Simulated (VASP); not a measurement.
A run of VASP 6.6.1 is set up as follows.

File INCAR:

```
SYSTEM = CaF2
ALGO = Normal
EDIFF = 1E-6
ENCUT = 600
GGA = PE
GGA_COMPAT = .False.
ISIF = 2
ISMEAR = 0
LASPH = .True.
LCHARG = .True.
LELF = .True.
LREAL = .False.
LVHAR = .True.
LWAVE = .False.
NBANDS = 19
NELM = 120
PREC = Accurate
SIGMA = 0.01
```

File KPOINTS:

```
k-points
0
Gamma
  4 4 4
  0 0 0
```

The input POSCAR:

```
CaF2
1.0
    0.0000000000      2.7555141460      2.7555141460
    2.7555141460      0.0000000000      2.7555141460
    2.7555141460      2.7555141460      0.0000000000
Ca F
1 2
Direct
    0.0000000000      0.0000000000      0.0000000000
    0.2500000000      0.2500000000      0.2500000000
    0.7500000000      0.7500000000      0.7500000000
```

Potentials or basis: VASP PAW PBE potentials, release 64 (Ca_sv, F).

The run is started by

```console
$ cat potpaw_PBE.64/Ca_sv/POTCAR potpaw_PBE.64/F/POTCAR > POTCAR
$ mpirun -np 1 vasp_std > vasp.out
```

Estimate the band gap on the k mesh.

7.12 eV, indirect (least direct gap 7.37 eV).

Estimate the pressure.

0.2 GPa.

Caveat: the k points lie up to 0.49 Å⁻¹ apart. A k mesh can miss the band edges.
